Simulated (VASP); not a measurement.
Here is a VASP 6.6.1 calculation.

INCAR

```
SYSTEM = Ir6Ru17
PREC = Accurate
ENCUT = 520
EDIFF = 1E-6
ISMEAR = 0
SIGMA = 0.1
LREAL = Auto
LASPH = .TRUE.
NELM = 60
ALGO = Fast
ISIF = 2
LWAVE = .FALSE.
LCHARG = .FALSE.
GGA = PS
ISYM = 0
NBANDS = 163
```

KPOINTS

```
Automatic mesh
0
Gamma
  2 2 2
  0.5 0.5 0.5
```

File POSCAR:

```
Ir6Ru17
1.0
    2.6843584058     -4.6534977137     -4.2529356279
   -5.3724819889     -0.0019353885     -4.2531968401
    2.6864502623      4.6532501386     -4.2513413138
Ru Ir
17 6
Direct
    0.4163969849      0.5847998763      0.7439841271
    0.0860209461      0.2547268609      0.4134003097
    0.7509187875      0.9156280324      0.0822761026
    0.2468597359      0.4152329183      0.0897851043
    0.9160459120      0.0806749163      0.7514319270
    0.5769139288      0.7455840803      0.4203493970
    0.0824769385      0.7490098013      0.9168780179
    0.7486438987      0.4174185978      0.5828309164
    0.4141091444      0.0829009750      0.2508766360
    0.2478347072      0.0833298654      0.9187032228
    0.9154502556      0.7472553006      0.5844474601
    0.5797716725      0.4154922776      0.2530402000
    0.4159646029      0.2518684723      0.5807072423
    0.0842658460      0.9161014576      0.2492327064
    0.7480700883      0.5838196897      0.9150698381
    0.5817159089      0.9136431055      0.7479043435
    0.9180896966      0.2499980532      0.0856940150
    0.0812244621      0.4166172086      0.7502885733
    0.7489411390      0.0826469265      0.4168497543
    0.4149101051      0.7504055510      0.0834506204
    0.5821431984      0.2494521192      0.9168587236
    0.2508290825      0.9124137446      0.5831210208
    0.9191121771      0.5807792806      0.2506060575
```

Potentials or basis: VASP PAW PBE potentials, release 64 (Ru_pv, Ir).

The run is started by

```console
$ cat potpaw_PBE.64/Ru_pv/POTCAR potpaw_PBE.64/Ir/POTCAR > POTCAR
$ mpirun -np 1 vasp_std > vasp.out
```

**Question.** Predict the band gap on the k mesh.

**Answer.** Zero (bands 146 and 147 overlap by 0.61 eV).

**Question.** Estimate the pressure.

**Answer.** 0.2 GPa.

**Question.** Estimate the largest force.

**Answer.** 0.037 eV/Å.

Forces on the atoms (eV/Å):
```
Ru   0.005 -0.014  0.031
Ru   0.010 -0.021  0.029
Ru  -0.005 -0.012  0.018
Ru   0.016  0.001 -0.024
Ru   0.007  0.010 -0.014
Ru   0.024  0.002 -0.019
Ru  -0.030  0.010 -0.001
Ru  -0.002  0.012 -0.001
Ru  -0.009 -0.001 -0.008
Ru  -0.013  0.026 -0.016
Ru   0.000 -0.003 -0.011
Ru  -0.010  0.017 -0.010
Ru  -0.014 -0.012  0.005
Ru   0.003  0.001  0.001
Ru  -0.019 -0.018  0.012
Ru   0.023  0.006 -0.013
Ru   0.016 -0.005  0.020
Ir  -0.004 -0.010  0.004
Ir   0.001  0.002  0.000
Ir   0.012  0.002 -0.008
Ir   0.004 -0.001  0.000
Ir  -0.011  0.004  0.013
Ir  -0.005  0.003 -0.010
```

Caveat: the k points lie up to 0.46 Å⁻¹ apart, too coarse for converged energies and pressures of a metal; the PAW data sets were made with another functional, which shifts forces and pressure a little; spin-orbit coupling is left out, which moves the levels of the heavy elements.
